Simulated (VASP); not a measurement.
Set up this calculation in VASP 6.6.1, as the native input.

- Task: single point
- Functional: PBE
- Potentials or basis: VASP PAW PBE potentials, release 64 (C)
- Cutoff: 520 eV
- k mesh: 1 × 1 × 1, shifted
- Occupations: fermi-dirac, width 0.05 eV
- Spin: no spin polarisation
- Dipole correction: no
- Further INCAR settings: LREAL = Auto; ALGO = Normal; EDIFF = 1e-06; NBANDS = 46; ISYM = 0

The structure of C lies in POSCAR:

```
C
1.0
    5.4696720000     -0.0080320000      0.0476870000
   -0.0080320000      5.1910130000      0.0535580000
    0.0476870000      0.0535580000      5.3543890000
C
16
Direct
    0.6041070599      0.2708558142      0.6860998428
    0.8998858831      0.7086174626      0.2915049706
    0.0483537652      0.0889727809      0.6028140559
    0.2398659185      0.1679751086      0.4429147944
    0.7386546638      0.7793280214      0.7171101175
    0.8988218482      0.8673194328      0.5277248232
    0.7905344338      0.4426798555      0.7711021251
    0.4043218787      0.5784765387      0.3437260640
    0.1407700512      0.3221386203      0.0382370422
    0.2888011535      0.1079643416      0.1675632057
    0.6187095380     -0.0104224375      0.8380911068
   -0.0025779556      0.2718108375      0.8277886217
    0.4294211020      0.3581043492      0.4982220834
    0.5957871985      0.7455563254      0.2454495163
    0.4943797958      0.9560005832      0.0795661338
    0.0991190448      0.5590660806      0.2185449823
```

These files were run (other wordings do the same):

INCAR

```
PREC     = Accurate       # precision mode
ENCUT    = 520            # plane-wave cutoff, eV
EDIFF    = 1E-6           # SCF threshold, eV
ISMEAR   = -1             # smearing method
SIGMA    = 0.05           # smearing width, eV
LREAL    = Auto         
LASPH    = True           # aspherical terms in the spheres
NELM     = 100            # most SCF steps
ALGO     = Normal         # electronic algorithm
ISIF     = 2              # what is computed and relaxed
LWAVE    = False          # write WAVECAR
LCHARG   = False          # write CHGCAR
GGA      = PE             # functional
ISYM     = 0            
NBANDS   = 46             # bands
```

KPOINTS

```
Automatic mesh
0
Gamma
  1 1 1
  0.25 0.25 0.25
```

Potentials or basis: VASP PAW PBE potentials, release 64 (C).

Command:

```sh
$ cat potpaw_PBE.64/C/POTCAR > POTCAR
$ mpirun -np 1 vasp_std > vasp.out
```

Results of the run:

| Item | Value |
| --- | --- |
| Pressure | -21.0 GPa |
| Largest force | 2.396 eV/Å |
| Band gap on the k mesh | 0.98 eV |

Caveat: the k points lie up to 1.21 Å⁻¹ apart.

Run time: 8.6 s on 1 thread of Intel(R) Xeon(R) 6975P-C (Granite Rapids) (shared host), peak memory 0.22 GiB.
